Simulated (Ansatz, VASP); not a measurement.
One calculation of Ni, two programs

Contents of INCAR:

```
SYSTEM = Ni
ALGO = Normal ; EDIFF = 1E-7
ENCUT = 520 ; GGA = PS
ISIF = 2 ; ISMEAR = -1
ISPIN = 2 ; LASPH = .True.
LCHARG = .False. ; LMAXMIX = 4
LORBIT = 11 ; LREAL = .False.
LWAVE = .False. ; MAGMOM = 0.5
NBANDS = 15 ; NELM = 150
NUPDOWN = 0.5 ; PREC = Accurate
SIGMA = 0.05
```

File KPOINTS:

```
k-points
0
Gamma
  11 11 11
  0 0 0
```

POSCAR

```
Ni
1.0
   -1.3837154700      1.3837154700      1.3837154700
    1.3837154700     -1.3837154700      1.3837154700
    1.3837154700      1.3837154700     -1.3837154700
Ni
1
Direct
    0.0000000000      0.0000000000      0.0000000000
```

File input.yaml:

```yaml
crystal:
  lattice:
    - [-1.38371547, 1.38371547, 1.38371547]
    - [1.38371547, -1.38371547, 1.38371547]
    - [1.38371547, 1.38371547, -1.38371547]
  atoms:
    - { symbol: Ni, position: [0.0, 0.0, 0.0], spin: 0.5 }
hamiltonian:
  xc: pbesol
  pseudopotentials: { kind: paw }
magnetization:
  spin_polarized: true
  initial_magnetization: 0.5
  spin_locking: { lock_magnetization: hard }
kpoints:
  mp_grid: { grid: [11, 11, 11] }
scf:
  occupations: { method: fermi_dirac, width: 0.05 }
  lower_state_search: "off"
output:
  forces: true
  stress: true
  eigenvalues: true
```

Alike in both runs: task single point; functional PBEsol; k mesh 11 × 11 × 11; occupations fermi-dirac, width 0.05 eV; collinear spin; fixed moment 0.5 μB.

|  | VASP | Ansatz |
| --- | --- | --- |
| version | VASP 6.6.1 | Ansatz 0.2.0 |
| potentials or method | VASP PAW PBE potentials, release 64 (Ni) | Ansatz PAW |
| plane-wave cutoff (eV) | 520 | 420 |
| valence electrons in the cell | 10 | 18 |

VASP gave:

- pressure (GPa): -3.0
- net moment per atom (μB): 0.50
- size of the moment on the site where the two differ most (μB): 0.50

Task: Which values does Ansatz return?

Result: Pressure (GPa): -3.1; net moment per atom (μB): 0.50; size of the moment on the site where the two differ most (μB): 0.52.

VASP's potentials were made for PBE, not for PBEsol. Site moments also hang on the region over which each program counts them. The functional is the same, so the differences come from potentials, cutoffs and numerics. VASP's potentials hold 10 valence electrons a cell and Ansatz's 18, so a difference there can come from the potentials and not from the codes.
